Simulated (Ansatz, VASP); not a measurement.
**CdTe in VASP and in Ansatz**

File INCAR:

```
SYSTEM = CdTe
PREC = Accurate
ENCUT = 520
EDIFF = 1E-6
ISMEAR = 0
SIGMA = 0.05
LREAL = .FALSE.
LASPH = .TRUE.
NELM = 100
ALGO = Normal
ISIF = 2
LWAVE = .FALSE.
LCHARG = .TRUE.
GGA = PE
LELF = .TRUE.
LVHAR = .TRUE.
NBANDS = 16
```

File KPOINTS:

```
regular mesh
0
G
  10 10 10
  0 0 0
```

The input POSCAR:

```
CdTe
1.0
    0.0000000000      3.0316183487      3.9411038533
    3.0316183487      0.0000000000      3.9411038533
    3.0316183487      3.0316183487      0.0000000000
Cd Te
1 1
Direct
    0.0000000000      0.0000000000      0.0000000000
    0.7500000000      0.7500000000      0.7500000000
```

Input for Ansatz:

```yaml
crystal:
  lattice:
    - [0.0, 3.0316183487, 3.9411038533]
    - [3.0316183487, 0.0, 3.9411038533]
    - [3.0316183487, 3.0316183487, 0.0]
  atoms:
    - { symbol: Cd, position: [0.0, 0.0, 0.0] }
    - { symbol: Te, position: [0.75, 0.75, 0.75] }
basis:
  ecutwfc: 420
kpoints:
  mp_grid: { grid: [10, 10, 10] }
hamiltonian:
  xc: pbe
scf:
  occupations: { method: gaussian, width: 0.05 }
output:
  forces: true
  stress: true
  eigenvalues: true
```

Alike in both runs: task single point; functional PBE; k mesh 10 × 10 × 10; occupations gaussian, width 0.05 eV; no spin polarisation.

|  | VASP | Ansatz |
| --- | --- | --- |
| version | VASP 6.6.1 | Ansatz 0.2.0 |
| potentials or method | VASP PAW PBE potentials, release 64 (Cd, Te), cutoff 520 eV | scalar-relativistic, plane waves, PAW |
| valence electrons in the cell | 18 | 36 |

|  | VASP | Ansatz | Ansatz less VASP |
| --- | --- | --- | --- |
| gap on the k mesh at the Fermi level (eV) | none | none | - |
| pressure (GPa) | -0.6 | -0.7 | -0.10 |
| traceless stress, the component that is largest in VASP (GPa) | -4.38 | -4.39 | -0.017 |

A gap of «none» marks a metal or a gap that the smearing closes. With one functional, cell and mesh, what is left measures potentials, basis and numerics. VASP's potentials hold 18 valence electrons a cell and Ansatz's 36, so a difference there can come from the potentials and not from the codes.

Neither program's run includes spin-orbit coupling.
